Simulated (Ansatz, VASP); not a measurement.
**One calculation of LiZr4N, two programs**

```
Li Zr N
1.0
     3.19844    0.00000    0.00000
    -1.59922    2.76993    0.00000
     0.00000    0.00000   13.42473
Li Zr N
1 4 1
Cartesian
  0.0000 0.0000 0.0000
  1.5992 0.9233 5.3925
  0.0000 1.8466 8.0322
  1.5992 0.9233 10.6892
  0.0000 1.8466 2.7355
  0.0000 0.0000 6.7124
```

Alike in both runs: functional PBE; k mesh 12 × 12 × 4; occupations gaussian, width 0.1 eV; no spin polarisation.

Ansatz relaxed the structure, and its values are those at the end. VASP's run is a single point on that final structure, the one shown.

|  | VASP | Ansatz |
| --- | --- | --- |
| version | VASP 6.6.1 | Ansatz 0.2.0 |
| potentials or method | VASP PAW PBE potentials, release 64 (Li_sv, Zr_sv, N), cutoff 520 eV | scalar-relativistic, plane waves, PAW |
| valence electrons in the cell | 56 | 56 |

```csv
,VASP,Ansatz,Ansatz less VASP
gap on the k mesh at the Fermi level (eV),none,none,-
rms of the force components (eV/Å),0.007,0.000,-0.0072
```

A gap of «none» marks a metal or a gap that the smearing closes.

Noted on VASP's run: the cutoff is under 1.25 times that of the potentials, so the pressure is a little rough.
